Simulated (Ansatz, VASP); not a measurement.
One calculation of AlRu, two programs

```xyz
2
Lattice="3.0037 0.0000 0.0000 0.0000 3.0037 0.0000 0.0000 0.0000 3.0037" Properties=species:S:1:pos:R:3 pbc="T T T"
Al    0.0000    0.0000    0.0000
Ru    1.5019    1.5019    1.5019
```

Alike in both runs: functional PBE; k mesh 6 × 6 × 6; occupations gaussian, width 0.1 eV; no spin polarisation.

Ansatz relaxed the structure, and its values are those at the end. VASP's run is a single point on that final structure, the one shown.

|  | VASP | Ansatz |
| --- | --- | --- |
| version | VASP 6.6.1 | Ansatz 0.2.0 |
| potentials or method | VASP PAW PBE potentials, release 64 (Al, Ru_pv), cutoff 500 eV | scalar-relativistic, plane waves, PAW |
| valence electrons in the cell | 17 | 19 |

Ansatz gave:

```
gap on the k mesh at the Fermi level (eV) : none
pressure (GPa)                            : 0.0
```

Q: Estimate VASP's values.

A: gap on the k mesh at the Fermi level (eV): none; pressure (GPa): -0.1.

A gap of «none» marks a metal or a gap that the smearing closes. With one functional, cell and mesh, what is left measures potentials, basis and numerics. VASP's potentials hold 17 valence electrons a cell and Ansatz's 19, so a difference there can come from the potentials and not from the codes.
